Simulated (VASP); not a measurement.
# Al (Fm-3m) in VASP: further runs, part 2 of 2

VASP 6.6.1.

### Step 5. Single point, LDA

This run uses another cell than the first one, of 15.12 Å³/atom, 1.093 times its volume.

The input, INCAR:

```
PREC = Accurate
ENCUT = 520
EDIFF = 1E-7
ISMEAR = -1
SIGMA = 0.05
LREAL = False
LASPH = True
NELM = 80
ALGO = Normal
ISIF = 2
LWAVE = False
LCHARG = True
LELF = True
LVHAR = True
NBANDS = 8
```

The input, KPOINTS:

```
regular mesh
0
Gamma
  24 24 24
```

The input, POSCAR:

```
Al
1.0
    0.0000000000      1.9625004946      1.9625004946
    1.9625004946      0.0000000000      1.9625004946
    1.9625004946      1.9625004946      0.0000000000
Al
1
Direct
    0.0000000000      0.0000000000      0.0000000000
```

Potentials or basis: VASP PAW LDA potentials, release 64 (Al).

The run is started by

```bash
$ cat potpaw_LDA.64/Al/POTCAR > POTCAR
$ mpirun -np 1 vasp_std > vasp.out
```

OUTCAR:

```text
PREC = Accurate
   ENCUT = 520
   EDIFF = 1E-7
   ISMEAR = -1
   LREAL = False
   LASPH = True
   NELM = 80
   ISIF = 2

 ion  position               nearest neighbor table
   1  0.000  0.000  0.000-

  LATTYP: Found a face centered cubic cell.
 ALAT       =     3.9250009892

  Lattice vectors:

 A1 = (   0.0000000000,   1.9625004946,   1.9625004946)
 A2 = (   1.9625004946,   0.0000000000,   1.9625004946)
 A3 = (   1.9625004946,   1.9625004946,   0.0000000000)

Analysis of symmetry for initial positions (statically):
=====================================================================
 Subroutine PRICEL returns:
 Original cell was already a primitive cell.

 Routine SETGRP: Setting up the symmetry group for a
 face centered cubic supercell.

 Subroutine GETGRP returns: Found 48 space group operations
 (whereof 48 operations were pure point group operations)
 out of a pool of 48 trial point group operations.

The static configuration has the point symmetry O_h .

Analysis of symmetry for dynamics (positions and initial velocities):
=====================================================================
 Subroutine PRICEL returns:
 Original cell was already a primitive cell.

 Routine SETGRP: Setting up the symmetry group for a
 face centered cubic supercell.

 Subroutine GETGRP returns: Found 48 space group operations
 (whereof 48 operations were pure point group operations)
 out of a pool of 48 trial point group operations.

The dynamic configuration has the point symmetry O_h .

 Subroutine INISYM returns: Found 48 space group operations
 (whereof 48 operations are pure point group operations),
 and found     1 'primitive' translations

----------------------------------------------------------------------------------------

                                     Primitive cell

  volume of cell :      15.1168

[... 100 lines left out ...]
   EFERMI =   0.00;   METHOD = LEGACY
   ISMEAR =    -1;   SIGMA  =   0.05  broadening in eV -4-tet -1-fermi 0-gaus
   EFERMI_NEDOS =   21; number of points for ismear=-14 and -15
   IALGO  =     38    algorithm
   IMIX   =      4    mixing-type and parameters
     AMIX     =   0.40;   BMIX     =  1.00
     AMIX_MAG =   1.60;   BMIX_MAG =  1.00
  volume/ion in A,a.u.               =      15.12       102.01
  Fermi-wavevector in a.u.,A,eV,Ry     =   0.954909  1.804517 12.406498  0.911852
  Thomas-Fermi vector in A             =   2.083699
   LORBIT       =      0    0 simple, 1 ext, 2 COOP (PROOUT), +10 PAW based schemes
   GGA     = CA    functional components
   LHFCALC =     F    Hartree Fock is set to
   AEXX    =    0.0000 exact exchange contribution
   IVDW    =     0    specifies the selected vdW correction
   LEPSILON=     F    determine dielectric tensor
   LRPA    =     F    only Hartree local field effects (RPA)
 non-spin polarized calculation
  energy-cutoff  :      520.00
  volume of cell :       15.12
 maximum number of plane-waves:       419
 NGX is ok and might be reduce to    24
   NGX = 11   NGY = 11   NGZ = 11

 number of electron       3.0000000 magnetization

 Free energy of the ion-electron system (eV)
  ---------------------------------------------------
  ext. energy  EPLUGINS =         0.00000000
  ---------------------------------------------------
  free energy    TOTEN  =        -4.18347476 eV

  energy without entropy =       -4.18010707  energy(sigma->0) =       -4.18179092

 E-fermi :   8.7472     XC(G=0): -10.6717

 val. band max:        8.7387796346   @ k =  -0.3750   0.4167   0.0417
 cond. band min:       8.7485118914   @ k =  -0.3750   0.3750   0.0417
 fundamental gap:      0.0097322568
 Fermi energy:         8.7471766854

 k-point     1 :       0.0000    0.0000    0.0000
  band No.  band energies     occupation
      1      -2.9863      2.00000
      2      21.7853      0.00000
      3      21.7853      0.00000
      4      21.7853      0.00000
      5      23.8012      0.00000
      6      23.8012      0.00000
      7      23.8012      0.00000
      8      25.9923      0.00000
[... 243 lines left out ...]
 k-point    24 :       0.4583    0.0417    0.0000
  band No.  band energies     occupation
      1       2.6090      2.00000
      2       5.6695      2.00000
      3      19.4926      0.00000
      4      19.9802      0.00000
      5      20.8393      0.00000
      6      22.2228      0.00000
      7      24.8777      0.00000
      8      25.8062      0.00000

 [... further k-points ...]
[... 5 lines left out ...]
  --------------------------------------------------------------------------------------
  -------------------------------------------------------------------------------------
  Total        0.3878523      0.3878523      0.3878523     -0.0000000     -0.0000000     -0.0000000
  in kB       41.1071788     41.1071788     41.1071788     -0.0000000     -0.0000000     -0.0000000
  external PRESSURE =      41.1071788 kB  Pullay stress =       0.0000000 kB

 VOLUME and BASIS-vectors are now :
 -----------------------------------------------------------------------------
  energy-cutoff  :      520.00
  volume of cell :       15.12
      direct lattice vectors                 reciprocal lattice vectors
     0.000000000  1.962500495  1.962500495    -0.254777006  0.254777006  0.254777006
     1.962500495  0.000000000  1.962500495     0.254777006 -0.254777006  0.254777006
     1.962500495  1.962500495  0.000000000     0.254777006  0.254777006 -0.254777006

 POSITION                                       TOTAL-FORCE (eV/Angst)
 -----------------------------------------------------------------------------------
      0.00000      0.00000      0.00000         0.000000      0.000000      0.000000
 -----------------------------------------------------------------------------------
    total drift:                               -0.000000      0.000000      0.000000

  FREE ENERGIE OF THE ION-ELECTRON SYSTEM (eV)
  ---------------------------------------------------
  free  energy   TOTEN  =        -4.1834747649 eV

  energy  without entropy=       -4.1801070685  energy(sigma->0) =       -4.18179092
```

stdout:

```text
POSCAR found type information on POSCAR Al
 POSCAR found :  1 types and       1 ions
 scaLAPACK will be used
 LDA part: xc-table for (Slater(with rela. corr.)+CA(PZ))
 , standard interpolation
 POSCAR, INCAR and KPOINTS ok, starting setup
 FFT: planning ... GRIDC
 FFT: planning ... GRID_SOFT
 FFT: planning ... GRID
 WAVECAR not read
 entering main loop
```

Run time: 14 s. Hardware: 1 thread of Intel Xeon 6975P-C (Granite Rapids), shared host; peak memory 0.15 GiB.

What came out:

| Property | Result |
| --- | --- |
| Free energy | -4.1835 eV |
| Pressure | 4.1 GPa |

### Step 6. Overview

| cell | gap on the mesh (eV) | pressure (GPa) |
| --- | --- | --- |
| a = 2.695 Å, angles 60.0°, 1 atom | none | 15.2 |
| a = 2.727 Å, angles 60.0°, 1 atom | none | 10.2 |
| a = 2.750 Å, angles 60.0°, 1 atom | none | 7.1 |
| a = 2.775 Å, angles 60.0°, 1 atom | none | 4.1 |

Alike in all rows: task single point; level LDA; potentials or basis VASP PAW LDA potentials, release 64 (Al); no spin polarisation; k mesh 24 × 24 × 24; cutoff (eV) 520; smearing fermi-dirac 0.05 eV.

Absolute energies hang on the potentials; compare differences alone.
